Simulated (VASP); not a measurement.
# BN in VASP: notebook, part 3 of 3

VASP 6.6.1.

**6. Relaxation of the atoms, PBE+D3(BJ) (strain along x +0.020)**

File INCAR:

```
PREC     = Accurate       # precision mode
ENCUT    = 520            # plane-wave cutoff, eV
EDIFF    = 1E-6           # SCF threshold, eV
ISMEAR   = 0              # smearing method
SIGMA    = 0.02           # smearing width, eV
LREAL    = False          # projectors in reciprocal space
LASPH    = True           # aspherical terms in the spheres
NELM     = 80             # most SCF steps
ALGO     = Normal         # electronic algorithm
ISIF     = 2              # what is computed and relaxed
LWAVE    = False          # write WAVECAR
LCHARG   = False          # write CHGCAR
LDIPOL   = True         
IDIPOL   = 3            
DIPOL    = 0.5 0.5 0.500
GGA      = PE             # functional
IVDW     = 12             # dispersion correction
IBRION   = 2              # ionic algorithm
NSW      = 60             # ionic steps
EDIFFG   = -0.01          # ionic threshold
```

File KPOINTS:

```
Automatic mesh
0
Gamma
  12 12 1
```

File POSCAR:

```
BN
1.0
    2.5589373071      0.0000000000      0.0000000000
   -1.2794686536      2.1726516810      0.0000000000
    0.0000000000      0.0000000000     26.0000000000
B N
1 1
Direct
    0.0000000000      0.0000000000      0.5000000000
    0.6666666667      0.3333333333      0.5000000000
```

Potentials or basis: VASP PAW PBE potentials, release 64 (B, N).

Started as:

```
$ cat potpaw_PBE.64/B/POTCAR potpaw_PBE.64/N/POTCAR > POTCAR
$ mpirun -np 1 vasp_std > vasp.out
```

OUTCAR:

```text
PREC = Accurate
   ENCUT = 520
   EDIFF = 1E-6
   ISMEAR = 0
   LREAL = False
   LASPH = True
   NELM = 80
   ISIF = 2
   GGA = PE
   IVDW = 12
   IBRION = 2
   NSW = 60
   EDIFFG = -0.01
 IVDW          = 12

 ion  position               nearest neighbor table
   1  0.000  0.000  0.500-   2 1.45   2 1.47   2 1.47
   2  0.667  0.333  0.500-   1 1.45   1 1.47   1 1.47

  Warning from LATTYP: Monoclinic adjustment (A1->A3, A2->A1, A3->A2)!
  LATTYP: Found a base centered orthorhombic cell.
 ALAT       =     2.5589373071
 B/A-ratio  =     1.6980890270
 C/A-ratio  =    10.1604677566

  Lattice vectors:

 A1 = (   1.2794686536,  -2.1726516810,   0.0000000000)
 A2 = (   1.2794686535,   2.1726516810,   0.0000000000)
 A3 = (   0.0000000000,   0.0000000000,  26.0000000000)

Analysis of symmetry for initial positions (statically):
=====================================================================
 Subroutine PRICEL returns:
 Original cell was already a primitive cell.

 Routine SETGRP: Setting up the symmetry group for a
 base centered orthorhombic supercell.

 Subroutine GETGRP returns: Found  4 space group operations
 (whereof  4 operations were pure point group operations)
 out of a pool of  8 trial point group operations.

The static configuration has the point symmetry C_2v.

Analysis of symmetry for dynamics (positions and initial velocities):
=====================================================================
 Subroutine PRICEL returns:
 Original cell was already a primitive cell.

 Routine SETGRP: Setting up the symmetry group for a
 base centered orthorhombic supercell.

 Subroutine GETGRP returns: Found  4 space group operations
 (whereof  4 operations were pure point group operations)
 out of a pool of  8 trial point group operations.

The dynamic configuration has the point symmetry C_2v.

 Subroutine INISYM returns: Found  4 space group operations
 (whereof  4 operations are pure point group operations),
 and found     1 'primitive' translations

----------------------------------------------------------------------------------------
[... 133 lines left out ...]

 number of electron       8.0000000 magnetization

 Free energy of the ion-electron system (eV)
  ---------------------------------------------------
  ext. energy  EPLUGINS =         0.00000000
  ---------------------------------------------------
  free energy    TOTEN  =       -17.58445549 eV

  energy without entropy =      -17.58445549  energy(sigma->0) =      -17.58445549

------------------------ aborting loop because EDIFF is reached ----------------------------------------

 Edisp (eV)   -0.15107

 E8    (eV) :    -0.0485
[... 31 lines left out ...]
--------------------------------------- Ionic step        2  -------------------------------------------

 number of electron       8.0000000 magnetization

 dipolmoment           0.000000      0.000000     -0.000000 electrons x Angstroem

------------------------ aborting loop because EDIFF is reached ----------------------------------------

 Edisp (eV)   -0.15107

 E8    (eV) :    -0.0485
[... 31 lines left out ...]
--------------------------------------- Ionic step        3  -------------------------------------------

 number of electron       8.0000000 magnetization

 dipolmoment           0.000000      0.000000      0.000000 electrons x Angstroem

 Free energy of the ion-electron system (eV)
  ---------------------------------------------------
  ext. energy  EPLUGINS =         0.00000000
  ---------------------------------------------------
  free energy    TOTEN  =       -17.58500629 eV

  energy without entropy =      -17.58500629  energy(sigma->0) =      -17.58500629

 E-fermi :  -4.6855     XC(G=0):  -1.6157

 val. band max:       -4.8303384034   @ k =   0.3333   0.3333   0.0000
 cond. band min:      -0.2327425048   @ k =   0.3333   0.3333   0.0000
 fundamental gap:      4.5975958986
 Fermi energy:        -4.6855189177

 k-point     1 :       0.0000    0.0000    0.0000
  band No.  band energies     occupation
      1     -22.2930      2.00000
      2      -9.8994      2.00000
      3      -6.3071      2.00000
      4      -6.1108      2.00000
      5      -0.1153      0.00000
      6       0.7898      0.00000
      7       1.0854      0.00000
      8       1.5485      0.00000
[... 243 lines left out ...]
 k-point    24 :       0.4167    0.1667    0.0000
  band No.  band energies     occupation
      1     -19.1139      2.00000
      2     -13.2825      2.00000
      3     -10.1634      2.00000
      4      -5.3887      2.00000
      5      -0.0896      0.00000
      6       6.5651      0.00000
      7       7.9940      0.00000
      8       8.1253      0.00000

 [... further k-points ...]

------------------------ aborting loop because EDIFF is reached ----------------------------------------

 vacuum level on the upper side and lower side of the slab       (xc-potential included)        -0.043        -0.043

 Edisp (eV)   -0.15107

 E8    (eV) :    -0.0485

  FORCE on cell =-STRESS in cart. coord.  units (eV):
  Direction    XX          YY          ZZ          XY          YZ          ZX
  --------------------------------------------------------------------------------------
  -------------------------------------------------------------------------------------
  Total      -1.89637    -0.40108    -0.01895     0.00000     0.00000     0.00000
  in kB     -21.01893    -4.44545    -0.21001     0.00000     0.00000     0.00000
  external pressure =       -8.56 kB  Pullay stress =        0.00 kB
[... 17 lines left out ...]
  FREE ENERGIE OF THE ION-ELECTRON SYSTEM (eV)
  ---------------------------------------------------
  free  energy   TOTEN  =       -17.7360748544 eV

  energy  without entropy=      -17.7360748544  energy(sigma->0) =      -17.73607485

 reached required accuracy - stopping structural energy minimisation

 vacuum level on the upper side and lower side of the slab         0.979         0.979
```

CONTCAR:

```text
BN
   1.00000000000000
     2.5589373070999999    0.0000000000000000    0.0000000000000000
    -1.2794686535999999    2.1726516810000001    0.0000000000000000
     0.0000000000000000    0.0000000000000000   26.0000000000000000
  B               N
     1     1
Direct
     0.0006148972284077    0.0012297944568154    0.5000000000000000
     0.6660517694715953    0.3321035388431816    0.5000000000000000

  0.00000000E+00  0.00000000E+00  0.00000000E+00
  0.00000000E+00  0.00000000E+00  0.00000000E+00
```

It took 1.9 min on 1 thread of Intel Xeon Platinum 8488C (Sapphire Rapids), shared host; peak memory 0.29 GiB.

Results:

| Quantity | Value |
| --- | --- |
| Free energy | -17.7361 eV |
| Energy gained by relaxing | 0.3 meV/atom |
| Ionic steps | 3 |
| Band gap on the k mesh | 4.60 eV, direct |
| Dispersion energy per atom | -0.076 eV |

Step by step:
| step | energy change (eV) | largest force (eV/Å) | pressure (GPa) |
| --- | --- | --- | --- |
| 1 | 0.0000 | 0.2064 | -0.85 |
| 2 | 0.0035 | 0.5462 | -0.86 |
| 3 | -0.0005 | 0.0005 | -0.86 |

Final structure:
```
B N
1.0
     2.55894    0.00000    0.00000
    -1.27947    2.17265    0.00000
     0.00000    0.00000   26.00000
B N
1 1
Direct
  0.00061 0.00123 0.50000
  0.66605 0.33210 0.50000
```

Levels at points of the mesh, in eV from the valence-band top:
| k point | band 1 | band 2 | band 3 | band 4 | band 5 | band 6 | band 7 | band 8 |
| --- | --- | --- | --- | --- | --- | --- | --- | --- |
| (0.00, 0.00, 0.00) | -17.46 | -5.07 | -1.48 | -1.28 | 4.71 | 5.62 | 5.92 | 6.38 |
| (0.50, 0.00, 0.00) | -14.53 | -8.78 | -3.97 | -0.92 | 4.69 | 9.58 | 12.27 | 12.72 |
| (0.00, 0.50, 0.00) | -14.39 | -8.69 | -4.30 | -0.77 | 4.80 | 9.05 | 12.47 | 12.90 |

Caveat: the cell differs from its parent crystal (strain along x +0.020).

**7. Relaxation of the atoms, PBE+D3(BJ) (strain along y +0.020)**

File INCAR:

```
SYSTEM = BN
ALGO     = Normal         ! electronic algorithm
DIPOL    = 0.5 0.5 0.500
EDIFF    = 1E-7           ! SCF threshold, eV
EDIFFG   = -0.01          ! ionic threshold
ENCUT    = 520            ! plane-wave cutoff, eV
GGA      = PE             ! functional
IBRION   = 2              ! ionic algorithm
IDIPOL   = 3            
ISIF     = 2              ! what is computed and relaxed
ISMEAR   = 0              ! smearing method
IVDW     = 12             ! dispersion correction
LASPH    = .TRUE.         ! aspherical terms in the spheres
LCHARG   = .FALSE.        ! write CHGCAR
LDIPOL   = .TRUE.       
LREAL    = .FALSE.        ! projectors in reciprocal space
LWAVE    = .FALSE.        ! write WAVECAR
NELM     = 100            ! most SCF steps
NSW      = 60             ! ionic steps
PREC     = Accurate       ! precision mode
SIGMA    = 0.02           ! smearing width, eV
```

File KPOINTS:

```
k-points
0
G
  12 12 1
  0 0 0
```

File POSCAR:

```
BN
1.0
    2.5087620658      0.0000000000      0.0000000000
   -1.2543810329      2.2161047147      0.0000000000
    0.0000000000      0.0000000000     26.0000000000
B N
1 1
Direct
    0.0000000000      0.0000000000      0.5000000000
    0.6666666667      0.3333333333      0.5000000000
```

Started as:

```
$ cat potpaw_PBE.64/B/POTCAR potpaw_PBE.64/N/POTCAR > POTCAR
$ mpirun -np 1 vasp_std > vasp.out
```

Run time: 1.9 min. Hardware: 1 thread of Intel Xeon Platinum 8488C (Sapphire Rapids), shared host; peak memory 0.3 GiB.

The run converged. Its results:

```yaml
Free_energy: -17.7360 eV
Energy_gained_by_relaxing: 0.2 meV/atom
Ionic_steps: 3
Band_gap_on_the_k_mesh: 4.60 eV, direct
Dispersion_energy_per_atom: -0.076 eV
```

Step by step:
```tsv
step	energy change (eV)	largest force (eV/Å)	pressure (GPa)
1	0.0000	0.1839	-0.85
2	0.0025	0.4760	-0.86
3	-0.0005	0.0001	-0.85
```

Final structure:
```
B N
1.0
     2.50876    0.00000    0.00000
    -1.25438    2.21610    0.00000
     0.00000    0.00000   26.00000
B N
1 1
Direct
  0.99943 0.99886 0.50000
  0.66724 0.33447 0.50000
```

Levels at points of the mesh, in eV from the valence-band top:
```csv
k point,band 1,band 2,band 3,band 4,band 5,band 6,band 7,band 8
"(0.00, 0.00, 0.00)",-17.46,-5.07,-1.48,-1.27,4.72,5.62,5.92,6.38
"(0.50, 0.00, 0.00)",-14.43,-8.72,-4.19,-0.82,4.77,9.23,12.40,12.84
"(0.00, 0.50, 0.00)",-14.57,-8.81,-3.86,-0.97,4.66,9.75,12.20,12.67
```

Caveat: the cell differs from its parent crystal (strain along y +0.020).

**8. Summary**

| cell | gap on the mesh (eV) |
| --- | --- |
| atoms relaxed from a = 2.634, b = 2.541, c = 26.000 Å, angles 90.0, 90.0, 121.2°, 2 atoms | 4.50 |
| atoms relaxed from a = 2.509, b = 2.603, c = 26.000 Å, angles 90.0, 90.0, 118.8°, 2 atoms | 4.49 |
| atoms relaxed from a = 2.459, b = 2.496, c = 26.000 Å, angles 90.0, 90.0, 119.5°, 2 atoms | 4.66 |
| atoms relaxed from a = 2.509, b = 2.471, c = 26.000 Å, angles 90.0, 90.0, 120.5°, 2 atoms | 4.66 |
| atoms relaxed from a = 2.559, b = 2.521, c = 26.000 Å, angles 90.0, 90.0, 120.5°, 2 atoms | 4.60 |
| atoms relaxed from a = 2.509, b = 2.546, c = 26.000 Å, angles 90.0, 90.0, 119.5°, 2 atoms | 4.60 |

Alike in all rows: task relaxation of the atoms; level PBE+D3(BJ); potentials or basis VASP PAW PBE potentials, release 64 (B, N); no spin polarisation; k mesh 12 × 12 × 1; cutoff (eV) 520; smearing gaussian 0.02 eV.

Total energies depend on the potentials used, so only differences within one code and one set of settings carry meaning.
